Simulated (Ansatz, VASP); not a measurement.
**Y: VASP beside Ansatz**

```
CELL_PARAMETERS angstrom
-2.47913 2.47913 1.47731
2.47913 -2.47913 1.47731
2.47913 2.47913 -1.47731
ATOMIC_POSITIONS crystal
Y 0.62500 0.87500 0.75000
Y 0.37500 0.12500 0.25000
```

Change from the starting cell: volume scaled by 0.55, LAPW.

Alike in both runs: task single point; functional PBE; k mesh 14 × 14 × 14; occupations fermi-dirac, width 0.08 eV; no spin polarisation.

```csv
,VASP,Ansatz
version,VASP 6.6.1,Ansatz 0.2.0
potentials or method,"VASP PAW PBE potentials, release 64 (Y_sv), cutoff 520 eV","all-electron LAPW, scalar-relativistic"
```

Ansatz gave:

- pressure (GPa): 52.4
- traceless stress, the component that is largest in VASP (GPa): -0.11

**Question.** What did VASP give for the same quantities?

**Answer.** Pressure (GPa): 52.4; traceless stress, the component that is largest in VASP (GPa): -0.49.

Both programs put the cell under a high pressure, so it lies far from rest at this level. Ansatz ran all-electron here, and VASP with PAW potentials.
